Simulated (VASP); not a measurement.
A run of VASP 6.6.1 is set up as follows.

INCAR

```
SYSTEM = Ir
PREC = Accurate
ENCUT = 600
EDIFF = 1E-8
ISMEAR = -1
SIGMA = 0.05
LREAL = .False.
LASPH = .True.
NELM = 80
ALGO = Normal
ISIF = 3
LWAVE = .False.
LCHARG = .True.
GGA = PS
IBRION = 6
NFREE = 2
POTIM = 0.015
NSW = 1
```

File KPOINTS:

```
regular mesh
0
Gamma
  24 24 24
  0 0 0
```

File POSCAR:

```
Ir
1.0
    0.0000000000      1.8997604892      1.8997604892
    1.8997604892      0.0000000000      1.8997604892
    1.8997604892      1.8997604892      0.0000000000
Ir
1
Direct
    0.0000000000      0.0000000000      0.0000000000
```

Potentials or basis: VASP PAW PBE potentials, release 64 (Ir).

The run is started by

```console
$ cat potpaw_PBE.64/Ir/POTCAR > POTCAR
$ mpirun -np 1 vasp_std > vasp.out
```

Q: Predict the elastic constants C11, C12, C44.

A: 710, 296, 309 GPa.

Q: Predict the Voigt bulk modulus.

A: 434 GPa.

Clamped-ion elastic tensor (GPa):
```
710 296 296   0   0   0
296 710 296   0   0   0
296 296 710   0   0   0
  0   0   0 309   0   0
  0   0   0   0 309   0
  0   0   0   0   0 309
```

Caveat: the cell is under stress, which shifts elastic constants; the PAW data sets were made with another functional, which shifts forces and pressure a little.
